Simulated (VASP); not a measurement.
Wanted: the native input for a VASP 6.6.1 run.

```yaml
Task: single point
Functional: PBE
Dispersion: D3(BJ)
Potentials_or_basis: VASP PAW PBE potentials, release 64 (As)
Cutoff: 400 eV
k_mesh: 12 × 12 × 1
Occupations: gaussian, width 0.04 eV
Spin: no spin polarisation
Dipole_correction: yes
Further_INCAR_settings: ALGO = Normal; EDIFF = 1e-06; NBANDS = 12; NELMDL = -8
```

The structure of As lies in POSCAR:

```
As
1.0
    3.5708955074      0.0000000000      0.0000000000
   -1.7854477537      3.0924862237      0.0000000000
    0.0000000000      0.0000000000     26.8892385693
As
2
Direct
    0.3333333333      0.6666666667      0.6881244335
    0.0000000000      0.0000000000      0.7402958292
```

These files were run (other wordings do the same):

INCAR

```
ALGO = Normal
DIPOL = 0.5 0.5 0.714
EDIFF = 1E-6
ENCUT = 400
GGA = PE
GGA_COMPAT = F
IDIPOL = 3
ISIF = 2
ISMEAR = 0
IVDW = 12
LASPH = T
LCHARG = F
LDIPOL = T
LREAL = F
LWAVE = F
NBANDS = 12
NELM = 120
NELMDL = -8
PREC = Accurate
SIGMA = 0.04
```

KPOINTS

```
k-points
0
Gamma
  12 12 1
```

Potentials or basis: VASP PAW PBE potentials, release 64 (As).

The run is started by

```console
$ cat potpaw_PBE.64/As/POTCAR > POTCAR
$ mpirun -np 1 vasp_std > vasp.out
```

Results of the run:

| Item | Value |
| --- | --- |
| Largest force | 0.029 eV/Å |
| Band gap on the k mesh | 1.53 eV, indirect (least direct gap 2.03 eV) |
| Dispersion energy per atom | -0.212 eV |

Wall time 40 s on 1 thread of Intel(R) Xeon(R) Platinum 8488C (Sapphire Rapids), with other jobs on the host, peak memory 0.3 GiB.
